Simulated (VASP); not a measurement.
# HfSi (Pnma) in VASP: further runs

Runs on HfSi. Level: PBEsol. Tasks: single point.

Program: VASP 6.6.1. These are calculated values, not measurements. Logs are shortened: lines on timing, memory, paths and dates and some standing lists are left out, and cuts for length are marked.

## (1) The cell of the first run

The structure is orthorhombic, space group Pnma (No. 62). The conventional cell has a = 6.827 Å, b = 3.756 Å, c = 5.202 Å, α = 90.00°, β = 90.00°, γ = 90.00°. Within 3.5 Å of Hf (site symmetry m) lie 7 Si at 2.68 to 2.87 Å and 6 Hf at 3.32 to 3.37 Å. Within 3.2 Å of Si (site symmetry m) lie 2 Si at 2.45 Å and 7 Hf at 2.68 to 2.87 Å.

## (2) Single point, PBEsol

Input file INCAR:

```
  ALGO = Normal
  EDIFF = 1E-6
  ENCUT = 520
  GGA = PS
  ISIF = 2
  ISMEAR = 0
  LASPH = True
  LCHARG = True
  LELF = True
  LREAL = Auto
  LVHAR = True
  LWAVE = False
  NBANDS = 70
  NELM = 60
  PREC = Accurate
  SIGMA = 0.1
```

Input file KPOINTS:

```
k-points
0
Gamma
  6 6 6
```

Input file POSCAR:

```
HfSi
1.0
    0.0000000000      3.7560574564     -5.2020030084
    0.0000000000      3.7560574564      5.2020030084
    6.8265384961      0.0000000000      0.0000000000
Hf Si
8 8
Direct
    0.0619364703      0.1880635297      0.1755172944
    0.5619364703      0.6880635297      0.1755172944
    0.0619364703      0.6880635297      0.3244827056
    0.5619364703      0.1880635297      0.3244827056
    0.9380635297      0.3119364703      0.6755172944
    0.4380635297      0.8119364703      0.6755172944
    0.9380635297      0.8119364703      0.8244827056
    0.4380635297      0.3119364703      0.8244827056
    0.8047918039      0.4452081961      0.0430958721
    0.3047918039      0.9452081961      0.0430958721
    0.3047918039      0.4452081961      0.4569041279
    0.8047918039      0.9452081961      0.4569041279
    0.6952081961      0.5547918039      0.5430958721
    0.1952081961      0.0547918039      0.5430958721
    0.1952081961      0.5547918039      0.9569041279
    0.6952081961      0.0547918039      0.9569041279
```

Potentials or basis: VASP PAW PBE potentials, release 64 (Hf_pv, Si).

Started as:

```console
> cat potpaw_PBE.64/Hf_pv/POTCAR potpaw_PBE.64/Si/POTCAR > POTCAR
> mpirun -np 1 vasp_std > vasp.out
```

OUTCAR:

```text
EDIFF = 1E-6
   ENCUT = 520
   GGA = PS
   ISIF = 2
   ISMEAR = 0
   LASPH = True
   LREAL = Auto
   NELM = 60
   PREC = Accurate

 ion  position               nearest neighbor table
   1  0.062  0.188  0.176-  10 2.68  11 2.69  12 2.69  15 2.69  16 2.69   9 2.82  14 2.87   8 3.32
                             7 3.32   4 3.37   3 3.37   3 3.37   4 3.37   5 3.65   5 3.65   2 3.76
   2  0.562  0.688  0.176-   9 2.68  11 2.69  12 2.69  15 2.69  16 2.69  10 2.82  13 2.87   8 3.32
                             7 3.32   4 3.37   3 3.37   4 3.37   3 3.37   6 3.65   6 3.65   1 3.76
   3  0.062  0.688  0.324-  11 2.68  10 2.69   9 2.69  13 2.69  14 2.69  12 2.82  15 2.87   6 3.32
                             5 3.32   2 3.37   1 3.37   1 3.37   2 3.37   7 3.65   7 3.65   4 3.76
   4  0.562  0.188  0.324-  12 2.68  10 2.69   9 2.69  13 2.69  14 2.69  11 2.82  16 2.87   6 3.32
                             5 3.32   2 3.37   1 3.37   2 3.37   1 3.37   8 3.65   8 3.65   3 3.76
   5  0.938  0.312  0.676-  13 2.68  15 2.69  16 2.69  12 2.69  11 2.69  14 2.82   9 2.87   4 3.32
                             3 3.32   8 3.37   7 3.37   7 3.37   8 3.37   1 3.65   1 3.65   6 3.76
   6  0.438  0.812  0.676-  14 2.68  15 2.69  16 2.69  12 2.69  11 2.69  13 2.82  10 2.87   4 3.32
                             3 3.32   8 3.37   7 3.37   8 3.37   7 3.37   2 3.65   2 3.65   5 3.76
   7  0.938  0.812  0.824-  16 2.68  14 2.69  13 2.69  10 2.69   9 2.69  15 2.82  12 2.87   2 3.32
                             1 3.32   6 3.37   5 3.37   5 3.37   6 3.37   3 3.65   3 3.65   8 3.76
   8  0.438  0.312  0.824-  15 2.68  14 2.69  13 2.69  10 2.69   9 2.69  16 2.82  11 2.87   2 3.32
                             1 3.32   6 3.37   5 3.37   6 3.37   5 3.37   4 3.65   4 3.65   7 3.76
   9  0.805  0.445  0.043-  15 2.45  16 2.45   2 2.68   3 2.69   4 2.69   7 2.69   8 2.69   1 2.82
                             5 2.87
  10  0.305  0.945  0.043-  15 2.45  16 2.45   1 2.68   3 2.69   4 2.69   7 2.69   8 2.69   2 2.82
                             6 2.87
  11  0.305  0.445  0.457-  13 2.45  14 2.45   3 2.68   2 2.69   1 2.69   5 2.69   6 2.69   4 2.82
                             8 2.87
  12  0.805  0.945  0.457-  13 2.45  14 2.45   4 2.68   2 2.69   1 2.69   5 2.69   6 2.69   3 2.82
                             7 2.87
  13  0.695  0.555  0.543-  11 2.45  12 2.45   5 2.68   7 2.69   8 2.69   4 2.69   3 2.69   6 2.82
                             2 2.87
  14  0.195  0.055  0.543-  11 2.45  12 2.45   6 2.68   7 2.69   8 2.69   4 2.69   3 2.69   5 2.82
                             1 2.87
  15  0.195  0.555  0.957-   9 2.45  10 2.45   8 2.68   6 2.69   5 2.69   2 2.69   1 2.69   7 2.82
                             3 2.87
  16  0.695  0.055  0.957-   9 2.45  10 2.45   7 2.68   6 2.69   5 2.69   2 2.69   1 2.69   8 2.82
                             4 2.87

  LATTYP: Found a base centered orthorhombic cell.
 ALAT       =     7.5121149128
 B/A-ratio  =     1.3849636404
 C/A-ratio  =     0.9087372298

  Lattice vectors:

 A1 = (   0.0000000000,   3.7560574564,  -5.2020030084)
 A2 = (   0.0000000000,   3.7560574564,   5.2020030084)
 A3 = (   6.8265384961,   0.0000000000,   0.0000000000)

Analysis of symmetry for initial positions (statically):
=====================================================================
 Subroutine PRICEL returns following result:

  LATTYP: Found a simple orthorhombic cell.
 ALAT       =     3.7560574564
 B/A-ratio  =     1.3849636404
 C/A-ratio  =     1.8174744597

  Lattice vectors:

 A1 = (   0.0000000000,   3.7560574564,   0.0000000000)
 A2 = (   0.0000000000,   0.0000000000,   5.2020030084)
 A3 = (   6.8265384961,   0.0000000000,   0.0000000000)

   2 primitive cells build up your supercell.

 Routine SETGRP: Setting up the symmetry group for a
 base centered orthorhombic supercell.

 Subroutine GETGRP returns: Found  8 space group operations
 (whereof  2 operations were pure point group operations)
 out of a pool of  8 trial point group operations.

The static configuration has the point symmetry S_2 .
 The point group associated with its full space group is D_2h.

Analysis of symmetry for dynamics (positions and initial velocities):
=====================================================================
 Subroutine PRICEL returns following result:

  LATTYP: Found a simple orthorhombic cell.
 ALAT       =     3.7560574564
 B/A-ratio  =     1.3849636404
 C/A-ratio  =     1.8174744597

  Lattice vectors:

 A1 = (   0.0000000000,   3.7560574564,   0.0000000000)
 A2 = (   0.0000000000,   0.0000000000,   5.2020030084)
 A3 = (   6.8265384961,   0.0000000000,   0.0000000000)

   2 primitive cells build up your supercell.

 Routine SETGRP: Setting up the symmetry group for a
 base centered orthorhombic supercell.
[... 58 lines left out ...]
     0.000000000  0.022186384 -0.016019470     0.166666667  0.000000000  0.000000000
[... 33 lines left out ...]
   NGXF,Y,Z  is equivalent  to a cutoff of  24.87, 24.87, 26.30 a.u.
 SYSTEM =  unknown system
   PREC   = accura    normal or accurate (medium, high low for compatibility)
   ISTART =      0    job   : 0-new  1-cont  2-samecut
   ICHARG =      2    charge: 1-file 2-atom 10-const
   ISPIN  =      1    spin polarized calculation?
   LNONCOLLINEAR =      F non collinear calculations
   LSORBIT =      F    spin-orbit coupling
   LASPH  =      T    aspherical Exc in radial PAW
   ENCUT  =  520.0 eV  38.22 Ry    6.18 a.u.  11.93 11.93 12.69*2*pi/ulx,y,z
   NELM   =     60;   NELMIN=  2; NELMDL= -5     # of ELM steps
   EDIFF  = 0.1E-05   stopping-criterion for ELM
   LREAL  =      T    real-space projection
   EDIFFG = 0.1E-04   stopping-criterion for IOM
   NSW    =      0    number of steps for IOM
   IBRION =     -1    ionic relax: 0-MD 1-quasi-New 2-CG
   NFREE  =      0    steps in history (QN), initial steepest desc. (CG)
   ISIF   =      2    stress and relaxation
   ISYM   =      2    0-nonsym 1-usesym 2-fastsym
   POTIM  = 0.5000    time-step for ionic-motion
   TEBEG  =    0.0;   TEEND  =   0.0 temperature during run
   PSTRESS=    0.0 pullay stress
   NELECT =     112.0000    total number of electrons
   NUPDOWN=      -1.0000    fix difference up-down
   EMIN   =  10.00;   EMAX   =-10.00  energy-range for DOS
   EFERMI =   0.00;   METHOD = LEGACY
   ISMEAR =     0;   SIGMA  =   0.10  broadening in eV -4-tet -1-fermi 0-gaus
   EFERMI_NEDOS =   21; number of points for ismear=-14 and -15
   IALGO  =     38    algorithm
   IMIX   =      4    mixing-type and parameters
     AMIX     =   0.40;   BMIX     =  1.00
     AMIX_MAG =   1.60;   BMIX_MAG =  1.00
  volume/ion in A,a.u.               =      16.67       112.51
  Fermi-wavevector in a.u.,A,eV,Ry     =   1.225847  2.316516 20.445497  1.502702
  Thomas-Fermi vector in A             =   2.360870
   LORBIT       =      0    0 simple, 1 ext, 2 COOP (PROOUT), +10 PAW based schemes
   GGA     = PS    functional components
   LHFCALC =     F    Hartree Fock is set to
   AEXX    =    0.0000 exact exchange contribution
   IVDW    =     0    specifies the selected vdW correction
   LEPSILON=     F    determine dielectric tensor
   LRPA    =     F    only Hartree local field effects (RPA)
 non-spin polarized calculation
 Gauss-broadening in eV      SIGMA  =   0.10
  energy-cutoff  :      520.00
  volume of cell :      266.77
 maximum number of plane-waves:      7228
   NGX = 23   NGY = 23   NGZ = 25

 number of electron     112.0000007 magnetization

 Free energy of the ion-electron system (eV)
  ---------------------------------------------------
  ext. energy  EPLUGINS =         0.00000000
  ---------------------------------------------------
  free energy    TOTEN  =      -144.43568098 eV

  energy without entropy =     -144.41880873  energy(sigma->0) =     -144.42724485

 E-fermi :   7.5801     XC(G=0): -11.7394

 val. band max:        7.5702485766   @ k =  -0.3333   0.1667   0.1667
 cond. band min:       7.6045081413   @ k =   0.3333   0.1667   0.1667
 fundamental gap:      0.0342595648
 Fermi energy:         7.5801064726

 k-point     1 :       0.0000    0.0000    0.0000
  band No.  band energies     occupation
      1     -23.0405      2.00000
      2     -23.0405      2.00000
      3     -23.0232      2.00000
      4     -23.0224      2.00000
      5     -22.9906      2.00000
      6     -22.9906      2.00000
[... 1693 lines left out ...]
     67      10.0517      0.00000
     68      10.2170      0.00000

 [... further k-points ...]

 [bands above 68 left out]

------------------------ aborting loop because EDIFF is reached ----------------------------------------

  FORCE on cell =-STRESS in cart. coord.  units (eV):
  Direction    XX          YY          ZZ          XY          YZ          ZX
  --------------------------------------------------------------------------------------
  -------------------------------------------------------------------------------------
  Total        0.1429994      0.2872362      0.1390757      0.0000000      0.0000000      0.0000000
  in kB        0.8588385      1.7251082      0.8352733      0.0000000      0.0000000      0.0000000
  external PRESSURE =       1.1397400 kB  Pullay stress =       0.0000000 kB

 VOLUME and BASIS-vectors are now :
 -----------------------------------------------------------------------------
  energy-cutoff  :      520.00
  volume of cell :      266.77
      direct lattice vectors                 reciprocal lattice vectors
     0.000000000  3.756057456 -5.202003008     0.000000000  0.133118304 -0.096116823
     0.000000000  3.756057456  5.202003008     0.000000000  0.133118304  0.096116823
     6.826538496  0.000000000  0.000000000     0.146487125  0.000000000  0.000000000

 POSITION                                       TOTAL-FORCE (eV/Angst)
 -----------------------------------------------------------------------------------
      1.19818      0.93901      0.65611         0.004831      0.000000      0.004629
      1.19818      4.69507      0.65611         0.004831      0.000000      0.004629
      2.21509      2.81704      3.25711        -0.004831      0.000000      0.004629
      2.21509      2.81704     -1.94489        -0.004831      0.000000      0.004629
      4.61144      4.69507     -3.25711         0.004831      0.000000     -0.004629
      4.61144      4.69507      1.94489         0.004831      0.000000     -0.004629
[... 8 lines left out ...]
      6.53234      2.81704      1.87056         0.003732      0.000000      0.012299
      6.53234      2.81704     -3.33145         0.003732      0.000000      0.012299
 -----------------------------------------------------------------------------------
    total drift:                                0.000000     -0.000000     -0.000000

  FREE ENERGIE OF THE ION-ELECTRON SYSTEM (eV)
  ---------------------------------------------------
  free  energy   TOTEN  =      -144.4356809770 eV

  energy  without entropy=     -144.4188087263  energy(sigma->0) =     -144.42724485
```

Wall time 12 min (1 thread of AMD EPYC 9R45 (Zen 5), shared host); peak memory 0.69 GiB.

Results:

```yaml
Free_energy: -144.4357 eV
Pressure: 0.1 GPa
Largest_force: 0.013 eV/Å
Band_gap_on_the_k_mesh: zero (bands 56 and 57 overlap by 0.43 eV)
```

Forces on the atoms (eV/Å):
```
Hf   0.005  0.000  0.005
Hf   0.005  0.000  0.005
Hf  -0.005  0.000  0.005
Hf  -0.005  0.000  0.005
Hf   0.005  0.000 -0.005
Hf   0.005  0.000 -0.005
Hf  -0.005  0.000 -0.005
Hf  -0.005  0.000 -0.005
Si  -0.004  0.000 -0.012
Si  -0.004  0.000 -0.012
Si   0.004  0.000 -0.012
Si   0.004  0.000 -0.012
Si  -0.004  0.000  0.012
Si  -0.004  0.000  0.012
Si   0.004  0.000  0.012
Si   0.004  0.000  0.012
```

Levels at points of the mesh, in eV from the Fermi level:
| k point | band 53 | band 54 | band 55 | band 56 | band 57 | band 58 | band 59 | band 60 |
| --- | --- | --- | --- | --- | --- | --- | --- | --- |
| (0.00, 0.00, 0.00) | -0.58 | -0.54 | -0.32 | -0.27 | -0.07 | -0.07 | 0.37 | 0.64 |
| (0.50, 0.00, 0.00) | -0.65 | -0.65 | -0.25 | -0.25 | 0.62 | 0.62 | 0.84 | 0.84 |
| (0.50, 0.50, 0.00) | -1.23 | -1.23 | -0.21 | -0.21 | 0.89 | 0.89 | 0.95 | 0.95 |
| (0.00, 0.00, 0.50) | -0.93 | -0.93 | -0.60 | -0.60 | 0.06 | 0.06 | 1.09 | 1.09 |
| (0.50, 0.00, 0.50) | -0.99 | -0.99 | -0.99 | -0.99 | 0.76 | 0.76 | 0.76 | 0.76 |
| (0.50, 0.50, 0.50) | -1.26 | -1.26 | -0.77 | -0.77 | 0.54 | 0.54 | 1.30 | 1.30 |

Caveat: the PAW data sets were made with another functional, which shifts forces and pressure a little; spin-orbit coupling is left out, which moves the levels of the heavy elements.

## (3) Single point, PBEsol (17.68 Å³/atom)

Input file INCAR:

```
SYSTEM = HfSi
PREC = Accurate
ENCUT = 520
EDIFF = 1E-7
ISMEAR = 0
SIGMA = 0.1
LREAL = .False.
LASPH = .True.
NELM = 60
ALGO = Fast
ISIF = 2
LWAVE = .False.
LCHARG = .False.
GGA = PS
NBANDS = 38
```

Input file KPOINTS:

```
regular mesh
0
Gamma
  6 10 8
  0 0 0
```

Input file POSCAR:

```
HfSi
1.0
    6.9624303472      0.0000000000      0.0000000000
    0.0000000000      3.8383589613      0.0000000000
    0.0000000000      0.0000000000      5.2916896622
Hf Si
4 4
Direct
    0.1763227653      0.2500000000      0.1273693571
    0.3236772347      0.7500000000      0.6273693571
    0.6763227653      0.2500000000      0.3726306429
    0.8236772347      0.7500000000      0.8726306429
    0.0432041949      0.2500000000      0.6412314413
    0.4567958051      0.7500000000      0.1412314413
    0.5432041949      0.2500000000      0.8587685587
    0.9567958051      0.7500000000      0.3587685587
```

Potentials or basis: VASP PAW PBE potentials, release 64 (Hf_pv, Si).

Started as:

```console
> cat potpaw_PBE.64/Hf_pv/POTCAR potpaw_PBE.64/Si/POTCAR > POTCAR
> mpirun -np 1 vasp_std > vasp.out
```

Run time: 18 min. Hardware: 1 thread of Oxide Virtual Turin-like, shared host; peak memory 0.55 GiB.

The run converged. Its results:

| Quantity | Value |
| --- | --- |
| Free energy | -71.9992 eV |
| Pressure | -8.3 GPa |
| Largest force | 0.006 eV/Å |
| Band gap on the k mesh | zero (bands 28 and 29 overlap by 0.39 eV) |

Forces in eV/Å, atoms in the order of the input:
```
Hf   0.001  0.000 -0.006
Hf  -0.001  0.000 -0.006
Hf   0.001  0.000  0.006
Hf  -0.001  0.000  0.006
Si  -0.002  0.000 -0.004
Si   0.002  0.000 -0.004
Si  -0.002  0.000  0.004
Si   0.002  0.000  0.004
```

Levels at points of the mesh, in eV from the Fermi level:
```tsv
k point	band 26	band 27	band 28	band 29	band 30	band 31
(0.00, 0.00, 0.00)	-0.55	-0.30	-0.26	0.34	0.62	0.88
(0.50, 0.00, 0.00)	-0.88	-0.53	-0.53	0.00	0.00	1.01
(0.00, 0.50, 0.00)	-2.04	-1.69	-1.69	1.91	1.91	2.30
(0.50, 0.50, 0.00)	-1.97	-1.97	-1.97	2.63	2.63	2.63
(0.00, 0.00, 0.50)	-1.17	-0.26	-0.26	0.84	0.84	0.85
(0.50, 0.00, 0.50)	-1.23	-0.75	-0.75	0.50	0.50	1.21
(0.00, 0.50, 0.50)	-0.78	-0.54	-0.54	-0.02	-0.02	0.86
(0.50, 0.50, 0.50)	-1.62	-1.62	-1.62	1.84	1.84	1.84
```

Caveat: the cell stands under tension; the PAW data sets were made with another functional, which shifts forces and pressure a little; spin-orbit coupling is left out, which moves the levels of the heavy elements.

## (4) Single point, PBEsol (18.34 Å³/atom)

Input file INCAR:

```
ALGO     = Fast           # electronic algorithm
EDIFF    = 1E-6           # SCF threshold, eV
ENCUT    = 520            # plane-wave cutoff, eV
GGA      = PS             # functional
ISIF     = 2              # what is computed and relaxed
ISMEAR   = 0              # smearing method
LASPH    = T              # aspherical terms in the spheres
LCHARG   = F              # write CHGCAR
LREAL    = F              # projectors in reciprocal space
LWAVE    = F              # write WAVECAR
NBANDS   = 38             # bands
NELM     = 100            # most SCF steps
PREC     = Accurate       # precision mode
SIGMA    = 0.1            # smearing width, eV
```

Input file KPOINTS:

```
k-points
0
Gamma
  6 10 8
```

Input file POSCAR:

```
HfSi
1.0
    7.0519087747      0.0000000000      0.0000000000
    0.0000000000      3.8906580988      0.0000000000
    0.0000000000      0.0000000000      5.3488187778
Hf Si
4 4
Direct
    0.1768549119      0.2500000000      0.1281196945
    0.3231450881      0.7500000000      0.6281196945
    0.6768549119      0.2500000000      0.3718803055
    0.8231450881      0.7500000000      0.8718803055
    0.0433856037      0.2500000000      0.6421232348
    0.4566143963      0.7500000000      0.1421232348
    0.5433856037      0.2500000000      0.8578767652
    0.9566143963      0.7500000000      0.3578767652
```

Started as:

```console
> cat potpaw_PBE.64/Hf_pv/POTCAR potpaw_PBE.64/Si/POTCAR > POTCAR
> mpirun -np 1 vasp_std > vasp.out
```

Wall time 17 min (1 thread of Oxide Virtual Turin-like, shared host); peak memory 0.57 GiB.

The run converged. Its results:

```yaml
Free_energy: -71.6508 eV
Pressure: -12.5 GPa
Largest_force: 0.006 eV/Å
Band_gap_on_the_k_mesh: zero (bands 28 and 29 overlap by 0.39 eV)
```

Forces on the atoms (eV/Å):
```
Hf   0.002  0.000 -0.005
Hf  -0.002  0.000 -0.005
Hf   0.002  0.000  0.005
Hf  -0.002  0.000  0.005
Si  -0.001  0.000 -0.003
Si   0.001  0.000 -0.003
Si  -0.001  0.000  0.003
Si   0.001  0.000  0.003
```

Levels at points of the mesh, in eV from the Fermi level:
```
           k point  band 24  band 25  band 26  band 27  band 28  band 29  band 30  band 31  band 32  band 33
(0.00, 0.00, 0.00)    -2.10    -0.75    -0.56    -0.28    -0.27     0.32     0.60     0.87     1.17     1.25
(0.50, 0.00, 0.00)    -2.35    -0.86    -0.86    -0.49    -0.49    -0.04    -0.04     0.96     0.96     2.16
(0.00, 0.50, 0.00)    -2.46    -1.99    -1.99    -1.67    -1.67     1.79     1.79     2.15     2.15     2.78
(0.50, 0.50, 0.00)    -3.00    -1.93    -1.93    -1.93    -1.93     2.46     2.46     2.46     2.46     2.99
(0.00, 0.00, 0.50)    -1.62    -1.13    -1.13    -0.29    -0.29     0.77     0.77     0.81     0.81     1.36
(0.50, 0.00, 0.50)    -2.48    -1.20    -1.20    -0.75    -0.75     0.48     0.48     1.15     1.15     1.54
(0.00, 0.50, 0.50)    -2.69    -0.76    -0.76    -0.52    -0.52     0.01     0.01     0.85     0.85     2.61
(0.50, 0.50, 0.50)    -2.56    -1.57    -1.57    -1.57    -1.57     1.78     1.78     1.78     1.78     2.64
```

Caveat: the cell stands under tension; the PAW data sets were made with another functional, which shifts forces and pressure a little; spin-orbit coupling is left out, which moves the levels of the heavy elements.

## (5) Overview

```csv
cell,k mesh,gap on the mesh (eV),pressure (GPa),largest force (eV/Å)
"a = 6.416, b = 6.416, c = 6.827 Å, angles 90.0, 90.0, 108.3°, 16 atoms, atomic positions A",6 × 6 × 6,none,0.1,0.01
"a = 6.962, b = 3.838, c = 5.292 Å, 8 atoms, atomic positions B",6 × 10 × 8,none,-8.3,0.01
"a = 7.052, b = 3.891, c = 5.349 Å, 8 atoms, atomic positions C",6 × 10 × 8,none,-12.5,0.01
```

Alike in all rows: task single point; level PBEsol; potentials or basis VASP PAW PBE potentials, release 64 (Hf_pv, Si); no spin polarisation; cutoff (eV) 520; smearing gaussian 0.1 eV.

Caveats: the PAW data sets were made with another functional, which shifts forces and pressure a little; spin-orbit coupling is left out, which moves the levels of the heavy elements; the cell stands under tension (at least some runs).

Absolute energies hang on the potentials; compare differences alone.

The gap in the log of VASP goes by the Fermi energy; the results here count the filled bands.